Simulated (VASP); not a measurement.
A run of VASP 6.6.1 is set up as follows.

Contents of INCAR:

```
SYSTEM = Si2Mo
PREC = Accurate
ENCUT = 520
EDIFF = 1E-8
ISMEAR = -1
SIGMA = 0.08
LREAL = .FALSE.
LASPH = .TRUE.
NELM = 100
ALGO = Normal
ISIF = 2
LWAVE = .FALSE.
LCHARG = .FALSE.
GGA = PS
LEFG = .TRUE.
NBANDS = 18
```

KPOINTS

```
regular mesh
0
G
  16 16 16
  0 0 0
```

File POSCAR:

```
Si2Mo
1.0
   -1.5840000000      1.5840000000      3.9305000000
    1.5840000000     -1.5840000000      3.9305000000
    1.5840000000      1.5840000000     -3.9305000000
Si Mo
2 1
Direct
    0.3330000000      0.3330000000      0.0000000000
    0.6670000000      0.6670000000      0.0000000000
    0.0000000000      0.0000000000      0.0000000000
```

Potentials or basis: VASP PAW PBE potentials, release 64 (Si, Mo_sv).

Run with:

```bash
$ cat potpaw_PBE.64/Si/POTCAR potpaw_PBE.64/Mo_sv/POTCAR > POTCAR
$ mpirun -np 1 vasp_std > vasp.out
```

Problem. What does it give for the pressure?

Solution. 1.9 GPa.

Problem. Predict the band gap on the k mesh.

Solution. Zero (band 11 reaches 13.07 eV, above the bottom of band 12 at 12.04 eV).

Stress tensor (GPa, compression positive):
```
 3.48  0.00  0.00
 0.00  3.48  0.00
 0.00  0.00 -1.21
```

Caveat: the cell differs from its parent crystal (equal xx and yy strain of -1 %); without QUAD_EFG the Cq values of the log hold for a quadrupole moment of 1 mb, not for the nuclei; the PAW data sets were made with another functional, which shifts forces and pressure a little.
